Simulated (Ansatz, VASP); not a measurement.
# Na: VASP beside Ansatz

```
CELL_PARAMETERS angstrom
2.75377 0.00000 0.00000
-1.37689 2.38484 0.00000
0.00000 0.00000 4.51683
ATOMIC_POSITIONS crystal
Na 0.33333 0.66667 0.25000
Na 0.66667 0.33333 0.75000
```

Change from the starting cell: volume scaled by 0.4, PAW files.

Alike in both runs: task single point; functional PBE; k mesh 12 × 12 × 6; occupations fermi-dirac, width 0.05 eV; no spin polarisation.

|  | VASP | Ansatz |
| --- | --- | --- |
| version | VASP 6.6.1 | Ansatz 0.2.0 |
| potentials or method | VASP PAW PBE potentials, release 64 (Na_pv) | PAW with Ansatz's default frozen-core files, scalar-relativistic |
| plane-wave cutoff (eV) | 520 | 420 |
| valence electrons in the cell | 14 | 18 |

```csv
,VASP,Ansatz,Ansatz less VASP
pressure (GPa),39.7,39.5,-0.12
"traceless stress, the component that is largest in VASP (GPa)",0.24,0.24,-0.003
```

Both programs put the cell under a high pressure, so it lies far from rest at this level. VASP's potentials hold 14 valence electrons a cell and Ansatz's 18, so a difference there can come from the potentials and not from the codes.
